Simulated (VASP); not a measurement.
# MnO (P-6m2) in VASP: settings compared, part 2 of 2

VASP 6.6.1. Earlier steps stand in the parts before.

**5. Single point, PBE, collinear spin, ferromagnetic start**

This run uses another cell than the first one, of 10.84 Å³/atom, 1.060 times its volume.

The input, INCAR:

```
SYSTEM = MnO
PREC = Accurate
ENCUT = 520
EDIFF = 1E-6
ISMEAR = -1
SIGMA = 0.05
LREAL = .FALSE.
LASPH = .TRUE.
NELM = 150
ALGO = Normal
ISIF = 2
LWAVE = .FALSE.
LCHARG = .TRUE.
ISPIN = 2
MAGMOM = 4 0
LORBIT = 11
LMAXMIX = 4
GGA = PE
LELF = .TRUE.
LVHAR = .TRUE.
NBANDS = 20
```

The input, KPOINTS:

```
Automatic mesh
0
G
  10 10 9
  0 0 0
```

The input, POSCAR:

```
MnO
1.0
    2.9495558739      0.0000000000      0.0000000000
   -1.4747779419      2.5543903124      0.0000000000
    0.0000000000      0.0000000000      2.8786204021
Mn O
1 1
Direct
    0.0000000000      0.0000000000      0.0000000000
    0.6666666667      0.3333333333      0.5000000000
```

Potentials or basis: VASP PAW PBE potentials, release 64 (Mn_pv, O).

Started as:

```sh
cat potpaw_PBE.64/Mn_pv/POTCAR potpaw_PBE.64/O/POTCAR > POTCAR
mpirun -np 1 vasp_std > vasp.out
```

OUTCAR:

```text
SYSTEM = MnO
   PREC = Accurate
   ENCUT = 520
   EDIFF = 1E-6
   ISMEAR = -1
   LREAL = .FALSE.
   LASPH = .TRUE.
   NELM = 150
   ISIF = 2
   ISPIN = 2
   LORBIT = 11
   GGA = PE

 ion  position               nearest neighbor table
   1  0.000  0.000  0.000-   2 2.23   2 2.23   2 2.23   2 2.23   2 2.23   2 2.23
   2  0.667  0.333  0.500-   1 2.23   1 2.23   1 2.23   1 2.23   1 2.23   1 2.23

  LATTYP: Found a hexagonal cell.
 ALAT       =     2.9495558739
 C/A-ratio  =     0.9759504567

  Lattice vectors:

 A1 = (   2.9495558739,   0.0000000000,   0.0000000000)
 A2 = (  -1.4747779419,   2.5543903124,   0.0000000000)
 A3 = (   0.0000000000,   0.0000000000,   2.8786204021)

Analysis of symmetry for initial positions (statically):
=====================================================================
 Subroutine PRICEL returns:
 Original cell was already a primitive cell.

 Routine SETGRP: Setting up the symmetry group for a
 hexagonal supercell.

 Subroutine GETGRP returns: Found 12 space group operations
 (whereof 12 operations were pure point group operations)
[... 742 lines left out ...]

 k-point     1 :       0.0000    0.0000    0.0000
  band No.  band energies     occupation
      1     -38.4182      1.00000
      2     -38.4182      1.00000
      3     -38.3199      1.00000
      4     -12.2031      1.00000
      5       3.9172      1.00000
      6       3.9172      1.00000
[... 541 lines left out ...]
     19      31.3240      0.00000
     20      33.6376      0.00000

 [... further k-points ...]
[... 5 lines left out ...]
  --------------------------------------------------------------------------------------
  -------------------------------------------------------------------------------------
  Total        0.7743624      0.7743624     -1.3443362     -0.0000000     -0.0000000      0.0000000
  in kB       57.2040220     57.2040218    -99.3093634     -0.0000001     -0.0000000      0.0000000
  external PRESSURE =       5.0328935 kB  Pullay stress =       0.0000000 kB

 VOLUME and BASIS-vectors are now :
 -----------------------------------------------------------------------------
  energy-cutoff  :      520.00
  volume of cell :       21.69
      direct lattice vectors                 reciprocal lattice vectors
     2.949555874  0.000000000  0.000000000     0.339034093  0.195741426  0.000000000
    -1.474777942  2.554390312  0.000000000     0.000000000  0.391482850  0.000000000
     0.000000000  0.000000000  2.878620402     0.000000000  0.000000000  0.347388631

 POSITION                                       TOTAL-FORCE (eV/Angst)
 -----------------------------------------------------------------------------------
      0.00000      0.00000      0.00000         0.000000      0.000000      0.000000
      1.47478      0.85146      1.43931        -0.000000     -0.000000      0.000000
 -----------------------------------------------------------------------------------
    total drift:                               -0.000000      0.000000      0.000000

  FREE ENERGIE OF THE ION-ELECTRON SYSTEM (eV)
  ---------------------------------------------------
  free  energy   TOTEN  =       -15.9812906973 eV

  energy  without entropy=      -15.9719244327  energy(sigma->0) =      -15.97660757

 total charge

# of ion       s       p       d       tot
------------------------------------------
    1        0.212   6.190   4.973  11.375
    2        1.563   3.403   0.000   4.966
--------------------------------------------------
tot          1.775   9.593   4.973  16.341

 magnetization (x)

# of ion       s       p       d       tot
------------------------------------------
    1        0.031   0.038   4.158   4.227
    2        0.026   0.164   0.000   0.191
--------------------------------------------------
tot          0.057   0.202   4.158   4.417
```

stdout:

```text
POSCAR found type information on POSCAR MnO
 POSCAR found :  2 types and       2 ions
 scaLAPACK will be used
 LDA part: xc-table for (Slater+PW92), standard interpolation
 POSCAR, INCAR and KPOINTS ok, starting setup
 FFT: planning ... GRIDC
 FFT: planning ... GRID_SOFT
 FFT: planning ... GRID
 WAVECAR not read
 entering main loop
```

Wall time 27 s (1 thread of Intel Xeon Platinum 8488C (Sapphire Rapids), shared host); peak memory 0.18 GiB.

What came out:

| Item | Value |
| --- | --- |
| Free energy | -15.9813 eV |
| Pressure | 0.5 GPa |
| Net moment | 4.68 μB per cell |
| Site moments | Mn +4.23; O +0.19 μB |
| Valence electrons inside the program's atomic spheres | Mn 11.38; O 4.97 |

Levels at points of the mesh, in eV from the Fermi level:
Spin up:
```tsv
k point	band 9	band 10	band 11	band 12	band 13	band 14	band 15	band 16
(0.00, 0.00, 0.00)	-1.86	-1.86	-0.87	-0.87	-0.35	13.34	15.00	15.00
(0.50, 0.00, 0.00)	-2.03	-1.62	-1.54	-0.17	4.26	7.61	13.56	15.23
```
Spin down:
```
           k point  band 3  band 4  band 5  band 6  band 7  band 8  band 9  band 10  band 11  band 12
(0.00, 0.00, 0.00)  -45.58  -19.46   -3.34   -3.34   -3.29   -0.81    1.40     2.25     2.25     2.37
(0.50, 0.00, 0.00)  -45.56  -18.51   -6.78   -3.74   -3.37   -0.36    2.13     2.27     2.64     3.08
```

Caveat: a cell with one magnetic atom can't hold antiferromagnetic order, which such compounds often take; semilocal functionals often make such compounds metallic where correlation or magnetic order opens a gap, which also shifts bond lengths. With open d or f shells a metallic result of PBE can be an artefact of self-interaction; +U or a hybrid may open a gap.

**6. The runs side by side**

```tsv
level	cell	gap on the mesh (eV)	pressure (GPa)	moment (μB)
RPBE+D3(BJ)	a = 2.932, b = 2.932, c = 2.748 Å, angles 90.0, 90.0, 120.0°, 2 atoms	none	0.4	4.54
PBE	a = 2.909, b = 2.909, c = 2.839 Å, angles 90.0, 90.0, 120.0°, 2 atoms	none	4.6	4.49
PBE	a = 2.929, b = 2.929, c = 2.859 Å, angles 90.0, 90.0, 120.0°, 2 atoms	none	2.4	4.59
PBE	a = 2.950, b = 2.950, c = 2.879 Å, angles 90.0, 90.0, 120.0°, 2 atoms	none	0.5	4.68
```

Alike in all rows: task single point; potentials or basis VASP PAW PBE potentials, release 64 (Mn_pv, O); spin collinear, ferromagnetic start; k mesh 10 × 10 × 9; cutoff (eV) 520; smearing fermi-dirac 0.05 eV.

Caveats: a cell with one magnetic atom can't hold antiferromagnetic order, which such compounds often take; semilocal functionals often make such compounds metallic where correlation or magnetic order opens a gap, which also shifts bond lengths; the PAW data sets were made with another functional, which shifts forces and pressure a little (some runs); pairwise dispersion overbinds metals, which lowers pressure and volume (some runs).

Total energies depend on the potentials used, so only differences within one code and one set of settings carry meaning.
